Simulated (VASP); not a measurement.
The system is ScGa2AsP2.

```
Sc Ga P As
1.0
     4.34534    0.00000    0.00000
     0.00000    4.34534    0.00000
     0.00000    0.00000    5.57803
Sc Ga P As
1 2 2 1
Direct
  0.00000 0.00000 0.50000
  0.00000 0.50000 0.00000
  0.50000 0.00000 0.00000
  0.50000 0.50000 0.27880
  0.50000 0.50000 0.72120
  0.00000 0.00000 0.00000
```

The cell was generated, and may not be a known phase.

- Program: VASP 6.6.1
- Task: relaxation of cell and atoms
- Functional: PBE
- Potentials or basis: VASP PAW PBE potentials, release 64 (Sc_sv, Ga_d, P, As)
- Cutoff: 600 eV
- k mesh: 4 × 4 × 4
- Occupations: gaussian, width 0.1 eV
- Spin: no spin polarisation

At the start: pressure 19.1 GPa; volume 17.55 Å³/atom.

Problem. How do energy, volume and symmetry change on relaxing?

Solution. Over 8 steps the energy falls by 371.4 meV/atom and the volume is 21.11 Å³/atom (+20.2 %); space group P4/mmm (No. 123, to 0.1 Å) before and after.

Step by step:
| step | energy change (eV) | largest force (eV/Å) | pressure (GPa) | volume (Å³) |
| --- | --- | --- | --- | --- |
| 1 | 0.0000 | 1.1599 | 19.08 | 105.32 |
| 2 | -1.8805 | 0.7093 | -5.40 | 139.42 |
| 3 | -1.9466 | 0.4765 | -2.55 | 130.73 |
| 4 | -1.9493 | 0.5317 | -3.05 | 132.03 |
| 5 | -2.2161 | 0.0335 | -0.26 | 126.72 |
| 6 | -2.2220 | 0.2514 | 0.29 | 125.98 |
| 7 | -2.2280 | 0.0756 | -0.02 | 126.47 |
| 8 | -2.2285 | 0.0127 | -0.13 | 126.65 |

Final structure:
```xyz
6
Lattice="4.9444 0.0000 0.0000 0.0000 4.9444 0.0000 0.0000 0.0000 5.1804" Properties=species:S:1:pos:R:3 pbc="T T T"
Sc    0.0000    0.0000    2.5902
Ga    0.0000    2.4722    5.1804
Ga    2.4722    0.0000    5.1804
P     2.4722    2.4722    1.5007
P     2.4722    2.4722    3.6797
As    0.0000    0.0000    5.1804
```

Caveat: the k points lie up to 0.32 Å⁻¹ apart in the final cell, too coarse for converged energies and pressures of a metal; the volume moved by over 15 % at a fixed basis, so the end points are rough.
